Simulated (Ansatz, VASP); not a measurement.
## BaTiO3: VASP beside Ansatz

INCAR

```
SYSTEM = BaTiO3
PREC = Accurate
ENCUT = 520
EDIFF = 1E-8
ISMEAR = -1
SIGMA = 0.05
LREAL = .FALSE.
LASPH = .TRUE.
NELM = 60
ALGO = Normal
ISIF = 2
LWAVE = .FALSE.
LCHARG = .FALSE.
GGA = PE
LEFG = .TRUE.
NBANDS = 28
```

File KPOINTS:

```
Automatic mesh
0
G
  8 8 8
  0 0 0
```

Contents of POSCAR:

```
BaTiO3
1.0
    3.9841000000      0.0000000000      0.0000000000
    0.0000000000      2.8370500000      2.8742580000
    0.0000000000     -2.8370500000      2.8742580000
Ba Ti O
1 1 3
Direct
    0.0000000000      0.0000000000      0.0000000000
    0.5000000000      0.5079000000      0.5079000000
    0.0000000000      0.4921000000      0.4921000000
    0.5000000000      0.5025100000      0.9937100000
    0.5000000000      0.9937100000      0.5025100000
```

Input for Ansatz:

```yaml
crystal:
  lattice:
    - [3.9841, 0.0, 0.0]
    - [0.0, 2.83705, 2.874258]
    - [0.0, -2.83705, 2.874258]
  atoms:
    - { symbol: Ba, position: [0.0, 0.0, 0.0] }
    - { symbol: Ti, position: [0.5, 0.5079, 0.5079] }
    - { symbol: O, position: [0.0, 0.4921, 0.4921] }
    - { symbol: O, position: [0.5, 0.50251, 0.99371] }
    - { symbol: O, position: [0.5, 0.99371, 0.50251] }
kpoints:
  mp_grid: { grid: [8, 8, 8] }
scf:
  occupations: { method: fermi_dirac, width: 0.05 }
hamiltonian:
  xc: pbe
  pseudopotentials: { kind: paw }
output:
  forces: true
  stress: true
  eigenvalues: true
  efg: { contact_densities: true }
```

Change from the starting cell: zz strain of +1 %, PAW files.

Alike in both runs: task electric field gradients; functional PBE; k mesh 8 × 8 × 8; occupations fermi-dirac, width 0.05 eV; no spin polarisation.

|  | VASP | Ansatz |
| --- | --- | --- |
| version | VASP 6.6.1 | Ansatz 0.2.0 |
| potentials or method | VASP PAW PBE potentials, release 64 (Ba_sv, Ti_sv, O) | PAW with Ansatz's default frozen-core files, scalar-relativistic |
| plane-wave cutoff (eV) | 520 | 420 |
| valence electrons in the cell | 40 | 40 |

|  | VASP | Ansatz | Ansatz less VASP |
| --- | --- | --- | --- |
| pressure (GPa) | 2.0 | 0.3 | -1.71 |
| traceless stress, the component that is largest in VASP (GPa) | -2.20 | -2.14 | +0.059 |
| rms of the force components (eV/Å) | 0.103 | 0.109 | +0.0058 |
| size of Vzz on the site where it differs most (V/Å²) | 23.6 | 24.6 | +0.99 |

Atom by atom the forces differ by 0.008 eV/Å (rms over components).

Neither program's run includes spin-orbit coupling.
